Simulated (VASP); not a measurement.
# Zr3ScN4 (I-43m) in VASP: further runs

Zr3ScN4 is run at these levels: PBE; tasks: single point, relaxation of cell and atoms.

Program: VASP 6.6.1. These are calculated values, not measurements. Logs are shortened: lines on timing, memory, paths and dates and some standing lists are left out, and cuts for length are marked.

**1. The cell of the first run**

The structure is cubic, space group I-43m (No. 217). Conventional cell: a = 5.716 Å, b = 5.716 Å, c = 5.716 Å, α = 90.00°, β = 90.00°, γ = 90.00°. Within 3.1 Å of Zr (site symmetry -42m) lie 8 N at 2.38 to 2.61 Å and 4 Zr at 2.86 Å and 2 Sc at 2.86 Å. Sc (site symmetry -43m) has 8 N at 2.14 to 2.81 Å and 6 Zr at 2.86 Å within 2.9 Å. Within 3.0 Å of N (site symmetry 3m) lie 2 Sc at 2.14 to 2.81 Å and 6 Zr at 2.38 to 2.61 Å and 6 N at 2.91 Å.

The cell was built from a structure type or drawn by symmetry, and may not be a known phase.

**2. Single point, PBE**

INCAR reads:

```
PREC = Accurate
ENCUT = 520
EDIFF = 1E-6
ISMEAR = 0
SIGMA = 0.1
LREAL = False
LASPH = True
NELM = 80
ALGO = Normal
ISIF = 2
LWAVE = False
LCHARG = True
GGA = PE
LELF = True
LVHAR = True
NBANDS = 44
```

KPOINTS reads:

```
Automatic mesh
0
Gamma
  4 4 4
```

POSCAR reads:

```
Zr3ScN4
1.0
   -2.8579842269      2.8579842269      2.8579842269
    2.8579842269     -2.8579842269      2.8579842269
    2.8579842269      2.8579842269     -2.8579842269
Zr Sc N
3 1 4
Direct
    0.5000000000      0.0000000000      0.5000000000
    0.0000000000      0.5000000000      0.5000000000
    0.5000000000      0.5000000000      0.0000000000
    0.0000000000      0.0000000000      0.0000000000
    0.5679208225      0.5679208225      0.5679208225
    0.0000000000      0.4320791775      0.0000000000
    0.4320791775      0.0000000000      0.0000000000
    0.0000000000      0.0000000000      0.4320791775
```

Potentials or basis: VASP PAW PBE potentials, release 64 (Zr_sv, Sc_sv, N).

Run with:

```sh
cat potpaw_PBE.64/Zr_sv/POTCAR potpaw_PBE.64/Sc_sv/POTCAR potpaw_PBE.64/N/POTCAR > POTCAR
mpirun -np 1 vasp_std > vasp.out
```

OUTCAR:

```text
PREC = Accurate
   ENCUT = 520
   EDIFF = 1E-6
   ISMEAR = 0
   LREAL = False
   LASPH = True
   NELM = 80
   ISIF = 2
   GGA = PE

 ion  position               nearest neighbor table
   1  0.500  0.000  0.500-   5 2.38   6 2.38   7 2.38   8 2.38   8 2.61   5 2.61   7 2.61   6 2.61
                             3 2.86   3 2.86   4 2.86   4 2.86   2 2.86   2 2.86
   2  0.000  0.500  0.500-   5 2.38   7 2.38   6 2.38   8 2.38   8 2.61   6 2.61   5 2.61   7 2.61
                             3 2.86   4 2.86   4 2.86   3 2.86   1 2.86   1 2.86
   3  0.500  0.500  0.000-   5 2.38   8 2.38   7 2.38   6 2.38   5 2.61   6 2.61   7 2.61   8 2.61
                             2 2.86   1 2.86   4 2.86   2 2.86   4 2.86   1 2.86
   4  0.000  0.000  0.000-   5 2.14   6 2.14   7 2.14   8 2.14   2 2.86   3 2.86   1 2.86   2 2.86
                             1 2.86   3 2.86
   5  0.568  0.568  0.568-   4 2.14   2 2.38   3 2.38   1 2.38   3 2.61   1 2.61   2 2.61
   6  0.000  0.432  0.000-   4 2.14   3 2.38   2 2.38   1 2.38   2 2.61   3 2.61   1 2.61
   7  0.432  0.000  0.000-   4 2.14   3 2.38   1 2.38   2 2.38   1 2.61   3 2.61   2 2.61
   8  0.000  0.000  0.432-   4 2.14   2 2.38   1 2.38   3 2.38   2 2.61   1 2.61   3 2.61

  LATTYP: Found a body centered cubic cell.
 ALAT       =     5.7159684538

  Lattice vectors:

 A1 = (  -2.8579842269,   2.8579842269,   2.8579842269)
 A2 = (   2.8579842269,  -2.8579842269,   2.8579842269)
 A3 = (   2.8579842269,   2.8579842269,  -2.8579842269)

Analysis of symmetry for initial positions (statically):
=====================================================================
 Subroutine PRICEL returns:
 Original cell was already a primitive cell.

 Routine SETGRP: Setting up the symmetry group for a
 body centered cubic supercell.

 Subroutine GETGRP returns: Found 24 space group operations
 (whereof 24 operations were pure point group operations)
 out of a pool of 48 trial point group operations.

The static configuration has the point symmetry T_d .

Analysis of symmetry for dynamics (positions and initial velocities):
=====================================================================
 Subroutine PRICEL returns:
 Original cell was already a primitive cell.

 Routine SETGRP: Setting up the symmetry group for a
 body centered cubic supercell.

 Subroutine GETGRP returns: Found 24 space group operations
 (whereof 24 operations were pure point group operations)
 out of a pool of 48 trial point group operations.

The dynamic configuration has the point symmetry T_d .

 Subroutine INISYM returns: Found 24 space group operations
 (whereof 24 operations are pure point group operations),
 and found     1 'primitive' translations

----------------------------------------------------------------------------------------

                                     Primitive cell

  volume of cell :      93.3769

  direct lattice vectors                    reciprocal lattice vectors
    -2.857984227  2.857984227  2.857984227     0.000000000  0.174948481  0.174948481
     2.857984227 -2.857984227  2.857984227     0.174948481  0.000000000  0.174948481
     2.857984227  2.857984227 -2.857984227     0.174948481  0.174948481  0.000000000

  length of vectors
     4.950173888  4.950173888  4.950173888     0.247414515  0.247414515  0.247414515

  position of ions in fractional coordinates (direct lattice)
     0.500000000  0.000000000  0.500000000
     0.000000000  0.500000000  0.500000000
     0.500000000  0.500000000  0.000000000
     0.000000000  0.000000000  0.000000000
     0.567920822  0.567920822  0.567920822
     0.000000000  0.432079178  0.000000000
     0.432079178  0.000000000  0.000000000
     0.000000000  0.000000000  0.432079178

  ion indices of the primitive-cell ions
   primitive index   ion index
                 1           1
                 2           2
                 3           3
                 4           4
                 5           5
                 6           6
                 7           7
                 8           8

[... 59 lines left out ...]
      6     -17.5630      2.00000
[... 36 lines left out ...]
     43      13.8902      0.00000
     44      14.2594      0.00000

 k-point     3 :       0.5000    0.0000    0.0000
  band No.  band energies     occupation
      1     -38.8454      2.00000
      2     -38.7764      2.00000
      3     -38.6744      2.00000
      4     -38.4831      2.00000
      5     -17.6926      2.00000
      6     -17.5656      2.00000
[... 36 lines left out ...]
     43      13.6122      0.00000
     44      13.8949      0.00000

 k-point     4 :       0.2500    0.2500    0.0000
  band No.  band energies     occupation
      1     -38.8528      2.00000
      2     -38.7589      2.00000
      3     -38.6858      2.00000
      4     -38.4818      2.00000
      5     -17.5908      2.00000
      6     -17.5878      2.00000
[... 36 lines left out ...]
     43      14.0316      0.00000
     44      14.1087      0.00000

 k-point     5 :       0.2500    0.2500    0.2500
  band No.  band energies     occupation
      1     -38.7609      2.00000
      2     -38.7609      2.00000
      3     -38.7609      2.00000
      4     -38.4997      2.00000
      5     -17.3339      2.00000
      6     -17.3339      2.00000
[... 36 lines left out ...]
     43      13.3119      0.00000
     44      13.8556      0.00000

 k-point     6 :      -0.2500    0.2500    0.2500
  band No.  band energies     occupation
      1     -38.8936      2.00000
      2     -38.7569      2.00000
      3     -38.6623      2.00000
      4     -38.4635      2.00000
      5     -17.7660      2.00000
      6     -17.7660      2.00000
[... 36 lines left out ...]
     43      14.8546      0.00000
     44      15.1071      0.00000

 k-point     7 :       0.5000    0.5000    0.2500
  band No.  band energies     occupation
      1     -38.8433      2.00000
      2     -38.8119      2.00000
      3     -38.6698      2.00000
      4     -38.4508      2.00000
      5     -17.8209      2.00000
      6     -17.6911      2.00000
[... 36 lines left out ...]
     43      14.8427      0.00000
     44      15.1201      0.00000

 k-point     8 :       0.5000    0.5000    0.5000
  band No.  band energies     occupation
      1     -38.8411      2.00000
      2     -38.8411      2.00000
      3     -38.6667      2.00000
      4     -38.4234      2.00000
      5     -17.8962      2.00000
      6     -17.8962      2.00000
[... 36 lines left out ...]
     43      15.5167      0.00000
     44      15.5168      0.00000

------------------------ aborting loop because EDIFF is reached ----------------------------------------

  FORCE on cell =-STRESS in cart. coord.  units (eV):
  Direction    XX          YY          ZZ          XY          YZ          ZX
  --------------------------------------------------------------------------------------
  -------------------------------------------------------------------------------------
  Total        0.2214647      0.2214647      0.2214647     -0.0000000     -0.0000000     -0.0000000
  in kB        3.7999303      3.7999303      3.7999303     -0.0000000     -0.0000000     -0.0000000
  external PRESSURE =       3.7999303 kB  Pullay stress =       0.0000000 kB

 VOLUME and BASIS-vectors are now :
 -----------------------------------------------------------------------------
  energy-cutoff  :      520.00
  volume of cell :       93.38
      direct lattice vectors                 reciprocal lattice vectors
    -2.857984227  2.857984227  2.857984227     0.000000000  0.174948481  0.174948481
     2.857984227 -2.857984227  2.857984227     0.174948481  0.000000000  0.174948481
     2.857984227  2.857984227 -2.857984227     0.174948481  0.174948481  0.000000000

 POSITION                                       TOTAL-FORCE (eV/Angst)
 -----------------------------------------------------------------------------------
      0.00000      2.85798      0.00000         0.000000      0.000000     -0.000000
      2.85798      0.00000      0.00000         0.000000      0.000000     -0.000000
      0.00000      0.00000      2.85798         0.000000     -0.000000     -0.000000
      0.00000      0.00000      0.00000         0.000000     -0.000000     -0.000000
      1.62311      1.62311      1.62311        -0.028229     -0.028229     -0.028229
      1.23488     -1.23488      1.23488         0.028229     -0.028229      0.028229
     -1.23488      1.23488      1.23488        -0.028229      0.028229      0.028229
      1.23488      1.23488     -1.23488         0.028229      0.028229     -0.028229
 -----------------------------------------------------------------------------------
    total drift:                               -0.000001     -0.000001     -0.000002

  FREE ENERGIE OF THE ION-ELECTRON SYSTEM (eV)
  ---------------------------------------------------
  free  energy   TOTEN  =       -72.3948682083 eV

  energy  without entropy=      -72.3789838468  energy(sigma->0) =      -72.38692603
```

Wall time 55 s (1 thread of Intel Xeon Platinum 8375C at 2.90GHz (Ice Lake), shared host); peak memory 0.25 GiB.

Results:

```yaml
Free_energy: -72.3949 eV
Pressure: 0.4 GPa
Largest_force: 0.049 eV/Å
Band_gap_on_the_k_mesh: zero (an odd number of electrons rules out a gap without spin polarisation)
```

Forces in eV/Å, atoms in the order of the input:
```
Zr   0.000  0.000  0.000
Zr   0.000  0.000  0.000
Zr   0.000  0.000  0.000
Sc   0.000  0.000  0.000
N   -0.028 -0.028 -0.028
N    0.028 -0.028  0.028
N   -0.028  0.028  0.028
N    0.028  0.028 -0.028
```

Caveat: the k points lie up to 0.39 Å⁻¹ apart, too coarse for converged energies and pressures of a metal.

**3. Single point, PBE**

This run uses another cell than the first one, of 13.79 Å³/atom.

INCAR reads:

```
PREC = Accurate
ENCUT = 520
EDIFF = 1E-7
ISMEAR = 0
SIGMA = 0.1
LREAL = F
LASPH = T
NELM = 100
ALGO = Normal
ISIF = 2
LWAVE = F
LCHARG = F
GGA = PE
NBANDS = 44
```

KPOINTS is that of step 2.

POSCAR reads:

```
Zr3ScN4
1.0
   -3.0214623500      3.0214623500      3.0214623500
    3.0214623500     -3.0214623500      3.0214623500
    3.0214623500      3.0214623500     -3.0214623500
Zr Sc N
3 1 4
Direct
    0.5000000000      0.0000000000      0.5000000000
    0.0000000000      0.5000000000      0.5000000000
    0.5000000000      0.5000000000      0.0000000000
    0.0000000000      0.0000000000      0.0000000000
    0.6487591900      0.6487591900      0.6487591900
    0.0000000000      0.3512408100      0.0000000000
    0.3512408100      0.0000000000      0.0000000000
    0.0000000000      0.0000000000      0.3512408100
```

Potentials or basis: VASP PAW PBE potentials, release 64 (Zr_sv, Sc_sv, N).

Run with:

```sh
cat potpaw_PBE.64/Zr_sv/POTCAR potpaw_PBE.64/Sc_sv/POTCAR potpaw_PBE.64/N/POTCAR > POTCAR
mpirun -np 1 vasp_std > vasp.out
```

Run time: 67 s. Hardware: 1 thread of Intel Xeon Platinum 8375C at 2.90GHz (Ice Lake), shared host; peak memory 0.25 GiB.

The run converged. Its results:

```
Free energy            : -68.5388 eV
Pressure               : 0.5 GPa
Largest force          : 5.871 eV/Å
Band gap on the k mesh : zero (an odd number of electrons rules out a gap without spin polarisation)
```

Forces on the atoms (eV/Å):
```
Zr   0.000  0.000  0.000
Zr   0.000  0.000  0.000
Zr   0.000  0.000  0.000
Sc   0.000  0.000  0.000
N   -3.389 -3.389 -3.389
N    3.389 -3.389  3.389
N   -3.389  3.389  3.389
N    3.389  3.389 -3.389
```

Levels at points of the mesh, in eV from the Fermi level:
```tsv
k point	band 31	band 32	band 33	band 34	band 35	band 36	band 37	band 38
(0.00, 0.00, 0.00)	-1.55	-1.55	-1.06	-1.06	2.02	2.30	2.30	2.30
(0.50, 0.00, 0.00)	-1.49	-1.36	-0.26	1.25	1.44	1.50	1.76	2.22
(0.50, 0.50, 0.50)	-1.29	-1.29	-1.01	-0.82	-0.82	2.83	2.83	2.83
```

Caveat: the k points lie up to 0.37 Å⁻¹ apart, too coarse for converged energies and pressures of a metal; forces of over 1 eV/Å act on the atoms, so gaps and moduli don't describe the material at rest.

**4. Relaxation of cell and atoms, PBE**

This run uses another cell than the first one, of 13.79 Å³/atom.

INCAR reads:

```
  ALGO = Normal
  EDIFF = 1E-6
  EDIFFG = -0.04
  ENCUT = 600
  GGA = PE
  IBRION = 2
  ISIF = 3
  ISMEAR = 0
  LASPH = T
  LCHARG = F
  LREAL = F
  LWAVE = F
  NELM = 60
  NSW = 90
  PREC = Accurate
  SIGMA = 0.1
```

KPOINTS reads:

```
k-points
0
Gamma
  4 4 4
```

POSCAR is that of step 3.

Run with:

```sh
cat potpaw_PBE.64/Zr_sv/POTCAR potpaw_PBE.64/Sc_sv/POTCAR potpaw_PBE.64/N/POTCAR > POTCAR
mpirun -np 1 vasp_std > vasp.out
```

It took 7.1 min on 1 thread of Intel Xeon Platinum 8375C at 2.90GHz (Ice Lake), shared host; peak memory 0.29 GiB.

The run converged. Its results:

| Quantity | Value |
| --- | --- |
| Free energy | -72.4276 eV |
| Relaxed volume | 11.67 Å³/atom |
| Relaxed cell | a = 4.950 Å, b = 4.950 Å, c = 4.950 Å, α = 109.47°, β = 109.47°, γ = 109.47° |
| Space group after relaxing (to 0.1 Å) | I-43m (No. 217) |
| Energy gained by relaxing | 485.3 meV/atom |
| Ionic steps | 10 |
| Pressure after relaxing | 0.0 GPa |
| Largest force after relaxing | 0.003 eV/Å |
| Band gap on the k mesh | zero (an odd number of electrons rules out a gap without spin polarisation) |

Forces in eV/Å, atoms in the order of the input:
```
Zr   0.000  0.000  0.000
Zr   0.000  0.000  0.000
Zr   0.000  0.000  0.000
Sc   0.000  0.000  0.000
N    0.002  0.002  0.002
N   -0.002  0.002 -0.002
N    0.002 -0.002 -0.002
N   -0.002 -0.002  0.002
```

The path:
```csv
step,energy change (eV),largest force (eV/Å),pressure (GPa),volume (Å³)
1,0.0000,5.8693,0.42,110.33
2,-2.6362,0.0192,-19.81,110.92
3,-2.6376,0.0723,-19.42,110.90
4,-3.4692,0.7050,19.54,86.44
5,-3.8306,0.4803,1.64,94.05
6,-3.8304,0.4894,2.24,93.73
7,-3.8750,0.1740,1.20,93.30
8,-3.8821,0.0087,0.65,93.02
9,-3.8819,0.0176,-0.76,93.74
10,-3.8827,0.0035,-0.01,93.35
```

Final structure:
```cif
data_structure
_symmetry_space_group_name_H-M 'P 1'
_symmetry_Int_Tables_number 1
_cell_length_a 4.9498
_cell_length_b 4.9498
_cell_length_c 4.9498
_cell_angle_alpha 109.471
_cell_angle_beta 109.471
_cell_angle_gamma 109.471
_cell_volume 93.35
loop_
_atom_site_label
_atom_site_type_symbol
_atom_site_fract_x
_atom_site_fract_y
_atom_site_fract_z
_atom_site_occupancy
Zr1 Zr 0.50000 0.00000 0.50000 1
Zr2 Zr 0.00000 0.50000 0.50000 1
Zr3 Zr 0.50000 0.50000 0.00000 1
Sc1 Sc 0.00000 0.00000 0.00000 1
N1 N 0.56639 0.56639 0.56639 1
N2 N 0.00000 0.43361 0.00000 1
N3 N 0.43361 0.00000 0.00000 1
N4 N 0.00000 0.00000 0.43361 1
```

Levels at points of the mesh, in eV from the Fermi level:
```csv
k point,band 29,band 30,band 31,band 32,band 33,band 34,band 35,band 36,band 37,band 38
"(0.00, 0.00, 0.00)",-2.52,-1.18,-1.18,-1.18,-1.10,-1.10,1.56,1.56,1.81,2.44
"(0.50, 0.00, 0.00)",-2.17,-1.90,-1.62,-1.62,-0.33,0.67,1.71,1.78,2.02,2.72
"(0.50, 0.50, 0.50)",-2.42,-1.96,-1.96,-1.96,-1.30,-0.75,-0.75,5.01,5.01,5.01
```

Caveat: the k points lie up to 0.39 Å⁻¹ apart in the final cell, too coarse for converged energies and pressures of a metal; the volume moved by over 15 % at a fixed basis, so the end points are rough.

**5. Single point, PBE, collinear spin**

INCAR reads:

```
SYSTEM = Zr3ScN4
PREC = Accurate
ENCUT = 520
EDIFF = 1E-7
ISMEAR = 0
SIGMA = 0.1
LREAL = .FALSE.
LASPH = .TRUE.
NELM = 150
ALGO = Normal
ISIF = 2
LWAVE = .FALSE.
LCHARG = .FALSE.
ISPIN = 2
MAGMOM = 1 1 1 1 0 0 0 0
LORBIT = 11
LMAXMIX = 4
GGA = PE
NBANDS = 48
```

KPOINTS reads:

```
Automatic mesh
0
G
  4 4 4
  0 0 0
```

POSCAR reads:

```
Zr3ScN4
1.0
   -2.8579842269      2.8579842269      2.8579842269
    2.8579842269     -2.8579842269      2.8579842269
    2.8579842269      2.8579842269     -2.8579842269
Zr Sc N
3 1 4
Direct
    0.5000000000      0.0000000000      0.5000000000
    0.0000000000      0.5000000000      0.5000000000
    0.5000000000      0.5000000000      0.0000000000
    0.0000000000      0.0000000000      0.0000000000
    0.5679208225      0.5679208225      0.5679208225
    0.0000000000      0.4320791775      0.0000000000
    0.4320791775      0.0000000000      0.0000000000
    0.0000000000      0.0000000000      0.4320791775
```

Run with:

```sh
cat potpaw_PBE.64/Zr_sv/POTCAR potpaw_PBE.64/Sc_sv/POTCAR potpaw_PBE.64/N/POTCAR > POTCAR
mpirun -np 1 vasp_std > vasp.out
```

Wall time 1.7 min (1 thread of Intel Xeon Platinum 8375C at 2.90GHz (Ice Lake), shared host); peak memory 0.3 GiB.

Results (log left out):

| Quantity | Value |
| --- | --- |
| Free energy | -72.3949 eV |
| Pressure | 0.4 GPa |
| Largest force | 0.049 eV/Å |
| Net moment | 0.00 μB per cell |
| Valence electrons inside the program's atomic spheres | Zr 9.89; Sc 9.90; N 3.66 |

Forces in eV/Å, atoms in the order of the input:
```
Zr   0.000  0.000  0.000
Zr   0.000  0.000  0.000
Zr   0.000  0.000  0.000
Sc   0.000  0.000  0.000
N   -0.028 -0.028 -0.028
N    0.028 -0.028  0.028
N   -0.028  0.028  0.028
N    0.028  0.028 -0.028
```

Levels at points of the mesh, in eV from the Fermi level:
Spin up:
```csv
k point,band 31,band 32,band 33,band 34,band 35,band 36
"(0.00, 0.00, 0.00)",-1.19,-1.19,-1.10,-1.10,1.62,1.62
"(0.50, 0.00, 0.00)",-1.63,-1.62,-0.32,0.69,1.72,1.78
"(0.50, 0.50, 0.50)",-1.95,-1.95,-1.30,-0.74,-0.74,4.98
```
Spin down:
```csv
k point,band 31,band 32,band 33,band 34,band 35,band 36
"(0.00, 0.00, 0.00)",-1.19,-1.19,-1.10,-1.10,1.62,1.62
"(0.50, 0.00, 0.00)",-1.63,-1.62,-0.32,0.69,1.72,1.78
"(0.50, 0.50, 0.50)",-1.95,-1.95,-1.30,-0.74,-0.74,4.98
```

Caveat: the k points lie up to 0.39 Å⁻¹ apart.

**6. The runs side by side**

```tsv
task	spin	cell	cutoff (eV)	gap on the mesh (eV)	pressure (GPa)	largest force (eV/Å)
single point	off	a = 4.950 Å, angles 109.5°, 8 atoms, atomic positions A	520	none	0.4	0.05
single point	off	a = 5.233 Å, angles 109.5°, 8 atoms, atomic positions B	520	none	0.5	5.87
relaxation of cell and atoms	off	relaxed from a = 5.233 Å, angles 109.5°, 8 atoms, atomic positions B	600	none	0.0	-
single point	collinear	a = 4.950 Å, angles 109.5°, 8 atoms, atomic positions A	520	none	0.4	0.05
```

Alike in all rows: level PBE; potentials or basis VASP PAW PBE potentials, release 64 (Zr_sv, Sc_sv, N); k mesh 4 × 4 × 4; smearing gaussian 0.1 eV.

Caveats: all runs use coarse meshes; forces of over 1 eV/Å act on the atoms, so gaps and moduli don't describe the material at rest (at least some runs); the volume moved by over 15 % at a fixed basis, so the end points are rough (at least some runs).

Absolute energies hang on the potentials; compare differences alone.
